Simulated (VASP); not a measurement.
Runs of VASP 6.6.1 on AgRh. The structure is that of space group P-6m2 (No. 187), or close to it. The cells are those of the table. 

| spin | cell | gap on the mesh (eV) | pressure (GPa) | moment (μB) |
| --- | --- | --- | --- | --- |
| off | a = 2.418, b = 2.418, c = 4.187 Å, angles 90.0, 90.0, 120.0°, 2 atoms | none | 182.5 | - |
| off | a = 2.701, b = 2.701, c = 4.677 Å, angles 90.0, 90.0, 120.0°, 2 atoms | none | 12.8 | - |
| off | a = 2.512, b = 2.512, c = 4.349 Å, angles 90.0, 90.0, 120.0°, 2 atoms | none | 96.6 | - |
| off | a = 2.578, b = 2.578, c = 4.464 Å, angles 90.0, 90.0, 120.0°, 2 atoms | none | (a) | - |
| collinear, ferromagnetic start | a = 2.867, b = 2.867, c = 4.964 Å, angles 90.0, 90.0, 120.0°, 2 atoms | none | -12.6 | 0.51 |
| off | a = 2.778, b = 2.778, c = 4.809 Å, angles 90.0, 90.0, 120.0°, 2 atoms | none | -2.4 | - |
| off | a = 2.992, b = 2.992, c = 5.180 Å, angles 90.0, 90.0, 120.0°, 2 atoms | none | -19.4 | - |
| off | a = 2.641, b = 2.641, c = 4.573 Å, angles 90.0, 90.0, 120.0°, 2 atoms | none | 30.6 | - |
| collinear, ferromagnetic start | a = 2.418, b = 2.418, c = 4.187 Å, angles 90.0, 90.0, 120.0°, 2 atoms | none | 182.5 | 0.00 |
| off | a = 2.740, b = 2.740, c = 4.744 Å, angles 90.0, 90.0, 120.0°, 2 atoms | none | 4.2 | - |
| collinear, ferromagnetic start | a = 2.992, b = 2.992, c = 5.180 Å, angles 90.0, 90.0, 120.0°, 2 atoms | none | -19.0 | (b) |

Alike in all rows: task single point; level PBE; potentials or basis VASP PAW PBE potentials, release 64 (Ag, Rh_pv); k mesh 14 × 14 × 7; cutoff (eV) 520; smearing fermi-dirac 0.05 eV.

Question: Fill in the values left out.

Answer: (a) 57.1; (b) 0.66.

A k mesh can miss the band edges, and the runs leave out spin-orbit coupling on Ag, Rh.

A gap of «none» marks levels without a gap at the run's occupations.
